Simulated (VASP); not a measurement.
# HfN in VASP: notebook

HfN is run at these levels: PBEsol; tasks: single point.

All numbers are computed with VASP 6.6.1; they aren't measurements. Logs are shortened: lines on timing, memory, paths and dates and some standing lists are left out, and cuts for length are marked.

### 1 The cell of the first run

The structure is cubic, space group F-43m (No. 216). Conventional cell: a = 5.302 Å, b = 5.302 Å, c = 5.302 Å, α = 90.00°, β = 90.00°, γ = 90.00°. Hf (site symmetry -43m) has 4 N at 2.30 Å within 3.0 Å. N (site symmetry -43m) has 4 Hf at 2.30 Å within 3.0 Å.

### 2 Single point, PBEsol (strain +0.080 along x and y, +0.080 along z)

The input, INCAR:

```
SYSTEM = HfN
PREC     = Accurate       ! precision mode
ENCUT    = 520            ! plane-wave cutoff, eV
EDIFF    = 1E-7           ! SCF threshold, eV
ISMEAR   = 0              ! smearing method
SIGMA    = 0.15           ! smearing width, eV
LREAL    = .FALSE.        ! projectors in reciprocal space
LASPH    = .TRUE.         ! aspherical terms in the spheres
NELM     = 60             ! most SCF steps
ALGO     = Normal         ! electronic algorithm
ISIF     = 2              ! what is computed and relaxed
LWAVE    = .FALSE.        ! write WAVECAR
LCHARG   = .TRUE.         ! write CHGCAR
GGA      = PS             ! functional
LELF     = .TRUE.         ! ELF
LVHAR    = .TRUE.       
NBANDS   = 14             ! bands
```

The input, KPOINTS:

```
Automatic mesh
0
G
  16 16 16
  0 0 0
```

The input, POSCAR:

```
HfN
1.0
    0.0000000000      2.6512077600      2.6512077600
    2.6512077600      0.0000000000      2.6512077600
    2.6512077600      2.6512077600      0.0000000000
Hf N
1 1
Direct
    0.0000000000      0.0000000000      0.0000000000
    0.7500000000      0.7500000000      0.7500000000
```

Potentials or basis: VASP PAW PBE potentials, release 64 (Hf_pv, N).

Launch:

```sh
cat potpaw_PBE.64/Hf_pv/POTCAR potpaw_PBE.64/N/POTCAR > POTCAR
mpirun -np 1 vasp_std > vasp.out
```

OUTCAR:

```text
SYSTEM = HfN
   PREC = Accurate
   ENCUT = 520
   EDIFF = 1E-7
   ISMEAR = 0
   LREAL = .FALSE.
   LASPH = .TRUE.
   NELM = 60
   ISIF = 2
   GGA = PS

 ion  position               nearest neighbor table
   1  0.000  0.000  0.000-   2 2.30   2 2.30   2 2.30   2 2.30
   2  0.750  0.750  0.750-   1 2.30   1 2.30   1 2.30   1 2.30

  LATTYP: Found a face centered cubic cell.
 ALAT       =     5.3024155200

  Lattice vectors:

 A1 = (   0.0000000000,   2.6512077600,   2.6512077600)
 A2 = (   2.6512077600,   0.0000000000,   2.6512077600)
 A3 = (   2.6512077600,   2.6512077600,   0.0000000000)

Analysis of symmetry for initial positions (statically):
=====================================================================
 Subroutine PRICEL returns:
 Original cell was already a primitive cell.

 Routine SETGRP: Setting up the symmetry group for a
 face centered cubic supercell.

 Subroutine GETGRP returns: Found 24 space group operations
 (whereof 24 operations were pure point group operations)
 out of a pool of 48 trial point group operations.

The static configuration has the point symmetry T_d .

Analysis of symmetry for dynamics (positions and initial velocities):
=====================================================================
 Subroutine PRICEL returns:
 Original cell was already a primitive cell.

 Routine SETGRP: Setting up the symmetry group for a
 face centered cubic supercell.

 Subroutine GETGRP returns: Found 24 space group operations
 (whereof 24 operations were pure point group operations)
 out of a pool of 48 trial point group operations.

The dynamic configuration has the point symmetry T_d .

 Subroutine INISYM returns: Found 24 space group operations
 (whereof 24 operations are pure point group operations),
 and found     1 'primitive' translations

----------------------------------------------------------------------------------------

                                     Primitive cell

  volume of cell :      37.2702

  direct lattice vectors                    reciprocal lattice vectors
     0.000000000  2.651207760  2.651207760    -0.188593292  0.188593292  0.188593292
     2.651207760  0.000000000  2.651207760     0.188593292 -0.188593292  0.188593292
     2.651207760  2.651207760  0.000000000     0.188593292  0.188593292 -0.188593292

  length of vectors
     3.749373971  3.749373971  3.749373971     0.326653164  0.326653164  0.326653164

  position of ions in fractional coordinates (direct lattice)
     0.000000000  0.000000000  0.000000000
     0.750000000  0.750000000  0.750000000

  ion indices of the primitive-cell ions
   primitive index   ion index
                 1           1
[... 87 lines left out ...]
   EFERMI =   0.00;   METHOD = LEGACY
   ISMEAR =     0;   SIGMA  =   0.15  broadening in eV -4-tet -1-fermi 0-gaus
   EFERMI_NEDOS =   21; number of points for ismear=-14 and -15
   IALGO  =     38    algorithm
   IMIX   =      4    mixing-type and parameters
     AMIX     =   0.40;   BMIX     =  1.00
     AMIX_MAG =   1.60;   BMIX_MAG =  1.00
  volume/ion in A,a.u.               =      18.64       125.76
  Fermi-wavevector in a.u.,A,eV,Ry     =   1.208699  2.284110 19.877475  1.460953
  Thomas-Fermi vector in A             =   2.344299
   LORBIT       =      0    0 simple, 1 ext, 2 COOP (PROOUT), +10 PAW based schemes
   GGA     = PS    functional components
   LHFCALC =     F    Hartree Fock is set to
   AEXX    =    0.0000 exact exchange contribution
   IVDW    =     0    specifies the selected vdW correction
   LEPSILON=     F    determine dielectric tensor
   LRPA    =     F    only Hartree local field effects (RPA)
 non-spin polarized calculation
 Gauss-broadening in eV      SIGMA  =   0.15
  energy-cutoff  :      520.00
  volume of cell :       37.27
 maximum number of plane-waves:      1018
   NGX = 13   NGY = 13   NGZ = 13

 number of electron      15.0000000 magnetization

 Free energy of the ion-electron system (eV)
  ---------------------------------------------------
  ext. energy  EPLUGINS =         0.00000000
  ---------------------------------------------------
  free energy    TOTEN  =       -21.21619263 eV

  energy without entropy =      -21.20610375  energy(sigma->0) =      -21.21114819

 E-fermi :   3.9440     XC(G=0): -10.3398

 val. band max:        3.9347427063   @ k =   0.4375   0.2500   0.0625
 cond. band min:       3.9859041190   @ k =   0.3125   0.2500   0.0625
 fundamental gap:      0.0511614128
 Fermi energy:         3.9439827893

 k-point     1 :       0.0000    0.0000    0.0000
  band No.  band energies     occupation
      1     -27.9201      2.00000
      2     -27.9201      2.00000
      3     -27.9201      2.00000
      4     -11.0080      2.00000
      5      -0.5098      2.00000
      6      -0.5098      2.00000
      7      -0.5098      2.00000
      8       2.7324      2.00000
      9       5.6170      0.00000
     10       5.6170      0.00000
     11       9.0765      0.00000
     12       9.0765      0.00000
     13       9.0765      0.00000
     14      15.1156      0.00000
[... 377 lines left out ...]
      1     -27.9365      2.00000
      2     -27.9248      2.00000
      3     -27.9215      2.00000
      4     -10.9355      2.00000
      5      -0.7601      2.00000
      6      -0.4626      2.00000
      7      -0.4454      2.00000
      8       3.2527      2.00000
      9       5.4203      0.00000
     10       5.5989      0.00000
     11       8.8850      0.00000
     12       9.0697      0.00000
     13       9.2269      0.00000
     14      14.0049      0.00000

 [... further k-points ...]

------------------------ aborting loop because EDIFF is reached ----------------------------------------

  FORCE on cell =-STRESS in cart. coord.  units (eV):
  Direction    XX          YY          ZZ          XY          YZ          ZX
  --------------------------------------------------------------------------------------
  -------------------------------------------------------------------------------------
  Total       -7.3548704     -7.3548704     -7.3548704      0.0000000      0.0000000      0.0000000
  in kB     -316.1726698   -316.1726698   -316.1726698      0.0000000      0.0000000      0.0000000
  external PRESSURE =    -316.1726698 kB  Pullay stress =       0.0000000 kB

 VOLUME and BASIS-vectors are now :
 -----------------------------------------------------------------------------
  energy-cutoff  :      520.00
  volume of cell :       37.27
      direct lattice vectors                 reciprocal lattice vectors
     0.000000000  2.651207760  2.651207760    -0.188593292  0.188593292  0.188593292
     2.651207760  0.000000000  2.651207760     0.188593292 -0.188593292  0.188593292
     2.651207760  2.651207760  0.000000000     0.188593292  0.188593292 -0.188593292

 POSITION                                       TOTAL-FORCE (eV/Angst)
 -----------------------------------------------------------------------------------
      0.00000      0.00000      0.00000        -0.000000      0.000000     -0.000000
      3.97681      3.97681      3.97681         0.000000     -0.000000      0.000000
 -----------------------------------------------------------------------------------
    total drift:                               -0.000000     -0.000000     -0.000000

  FREE ENERGIE OF THE ION-ELECTRON SYSTEM (eV)
  ---------------------------------------------------
  free  energy   TOTEN  =       -21.2161926331 eV

  energy  without entropy=      -21.2061037489  energy(sigma->0) =      -21.21114819
```

Run time: 31 s. Hardware: 1 thread of Intel Xeon 6975P-C (Granite Rapids), shared host; peak memory 0.21 GiB.

What came out:

- Free energy: -21.2162 eV
- Pressure: -31.6 GPa

Levels at points of the mesh, in eV from the Fermi level:
```
           k point  band 5  band 6  band 7  band 8  band 9  band 10  band 11  band 12
(0.00, 0.00, 0.00)   -4.45   -4.45   -4.45   -1.21    1.67     1.67     5.13     5.13
(0.50, 0.00, 0.00)   -5.12   -4.03   -4.03    1.16    2.02     2.02     3.29     3.97
(0.50, 0.50, 0.00)   -5.74   -3.24   -3.24   -0.95    1.55     2.91     3.45     3.45
```

Caveat: the cell differs from its parent crystal (strain +0.080 along x and y, +0.080 along z); the PAW data sets were made with another functional, which shifts forces and pressure a little; spin-orbit coupling is left out, which moves the levels of the heavy elements.

### 3 Single point, PBEsol (strain +0.000 along x and y, +0.040 along z)

The input, INCAR:

```
SYSTEM = HfN
ALGO = Normal ; EDIFF = 1E-7
ENCUT = 520 ; GGA = PS
ISIF = 2 ; ISMEAR = 0
LASPH = .True. ; LCHARG = .True.
LELF = .True. ; LREAL = .False.
LVHAR = .True. ; LWAVE = .False.
NBANDS = 14 ; NELM = 80
PREC = Accurate ; SIGMA = 0.15
```

The input, KPOINTS:

```
k-points
0
Gamma
  16 16 16
  0 0 0
```

The input, POSCAR:

```
HfN
1.0
    0.0000000000      2.4548220000      2.5530148800
    2.4548220000      0.0000000000      2.5530148800
    2.4548220000      2.4548220000      0.0000000000
Hf N
1 1
Direct
    0.0000000000      0.0000000000      0.0000000000
    0.7500000000      0.7500000000      0.7500000000
```

Potentials or basis: VASP PAW PBE potentials, release 64 (Hf_pv, N).

Launch:

```sh
cat potpaw_PBE.64/Hf_pv/POTCAR potpaw_PBE.64/N/POTCAR > POTCAR
mpirun -np 1 vasp_std > vasp.out
```

OUTCAR:

```text
SYSTEM = HfN
   EDIFF = 1E-7
   ENCUT = 520
   GGA = PS
   ISIF = 2
   ISMEAR = 0
   LASPH = .True.
   LREAL = .False.
   NELM = 80
   PREC = Accurate

 ion  position               nearest neighbor table
   1  0.000  0.000  0.000-   2 2.15   2 2.15   2 2.15   2 2.15
   2  0.750  0.750  0.750-   1 2.15   1 2.15   1 2.15   1 2.15

  LATTYP: Found a body centered tetragonal cell.
 ALAT       =     3.4716425656
 C/A-ratio  =     1.4707821049

  Lattice vectors:

 A1 = (  -2.4548220000,   0.0000000000,   2.5530148800)
[... 586 lines left out ...]
     10       7.3382      0.00000
     11      11.2904      0.00000
     12      11.6196      0.00000
     13      12.0990      0.00000
     14      16.7980      0.00000

 [... further k-points ...]
[... 5 lines left out ...]
  --------------------------------------------------------------------------------------
  -------------------------------------------------------------------------------------
  Total       -2.0195571     -2.0195571     -3.2235243      0.0000000      0.0000000      0.0000000
  in kB     -105.1582516   -105.1582516   -167.8487739      0.0000000      0.0000000      0.0000000
  external PRESSURE =    -126.0550924 kB  Pullay stress =       0.0000000 kB

 VOLUME and BASIS-vectors are now :
 -----------------------------------------------------------------------------
  energy-cutoff  :      520.00
  volume of cell :       30.77
      direct lattice vectors                 reciprocal lattice vectors
     0.000000000  2.454822000  2.553014880    -0.203680756  0.203680756  0.195846880
     2.454822000  0.000000000  2.553014880     0.203680756 -0.203680756  0.195846880
     2.454822000  2.454822000  0.000000000     0.203680756  0.203680756 -0.195846880

 POSITION                                       TOTAL-FORCE (eV/Angst)
 -----------------------------------------------------------------------------------
      0.00000      0.00000      0.00000         0.000000      0.000000     -0.000000
      3.68223      3.68223      3.82952        -0.000000     -0.000000      0.000000
 -----------------------------------------------------------------------------------
    total drift:                                0.000000      0.000000      0.000000

  FREE ENERGIE OF THE ION-ELECTRON SYSTEM (eV)
  ---------------------------------------------------
  free  energy   TOTEN  =       -22.1720883763 eV

  energy  without entropy=      -22.1642927613  energy(sigma->0) =      -22.16819057
```

OSZICAR:

```text
N       E                     dE             d eps       ncg     rms          rms(c)
DAV:   1     0.404922089860E+02    0.40492E+02   -0.77151E+03  9796   0.974E+02
DAV:   2    -0.229671666053E+02   -0.63459E+02   -0.59308E+02 13442   0.228E+02
DAV:   3    -0.255034740960E+02   -0.25363E+01   -0.25263E+01 11404   0.380E+01
DAV:   4    -0.255185126490E+02   -0.15039E-01   -0.15036E-01 11644   0.348E+00
DAV:   5    -0.255186702426E+02   -0.15759E-03   -0.15759E-03 11482   0.317E-01    0.507E+01
DAV:   6    -0.223533741943E+02    0.31653E+01   -0.12170E+01 10786   0.233E+01    0.373E+01
DAV:   7    -0.222044074100E+02    0.14897E+00   -0.72949E-01 10342   0.740E+00    0.241E+01
DAV:   8    -0.221824259444E+02    0.21981E-01   -0.14340E-01 11500   0.325E+00    0.673E+00
DAV:   9    -0.221722779412E+02    0.10148E-01   -0.26881E-02 10918   0.123E+00    0.172E+00
DAV:  10    -0.221721329532E+02    0.14499E-03   -0.16948E-03 11968   0.360E-01    0.303E-01
DAV:  11    -0.221720904957E+02    0.42457E-04   -0.13132E-04 10786   0.103E-01    0.852E-02
DAV:  12    -0.221720884994E+02    0.19963E-05   -0.20074E-05 13120   0.343E-02    0.224E-02
DAV:  13    -0.221720883977E+02    0.10173E-06   -0.88923E-07 10648   0.867E-03    0.967E-03
DAV:  14    -0.221720883763E+02    0.21394E-07   -0.60405E-08  7292   0.219E-03
   1 F= -.22172088E+02 E0= -.22168191E+02  d E =-.779561E-02
```

stdout:

```text
POSCAR found type information on POSCAR HfN
 POSCAR found :  2 types and       2 ions
 scaLAPACK will be used
 -----------------------------------------------------------------------------
|                                                                             |
|                                                                             |
|     You enforced a specific xc type in the INCAR file but a different       |
|     I HOPE YOU KNOW WHAT YOU ARE DOING!                                     |
|                                                                             |
 -----------------------------------------------------------------------------

 LDA part: xc-table for (Slater+PW92), standard interpolation
 POSCAR, INCAR and KPOINTS ok, starting setup
 FFT: planning ... GRIDC
 FFT: planning ... GRID_SOFT
 FFT: planning ... GRID
 WAVECAR not read
 entering main loop
```

Wall time 66 s (1 thread of Intel Xeon 6975P-C (Granite Rapids), shared host); peak memory 0.28 GiB.

What came out:

```
Free energy : -22.1721 eV
Pressure    : -12.6 GPa
```

Caveat: the cell differs from its parent crystal (strain +0.000 along x and y, +0.040 along z); the PAW data sets were made with another functional, which shifts forces and pressure a little; spin-orbit coupling is left out, which moves the levels of the heavy elements.
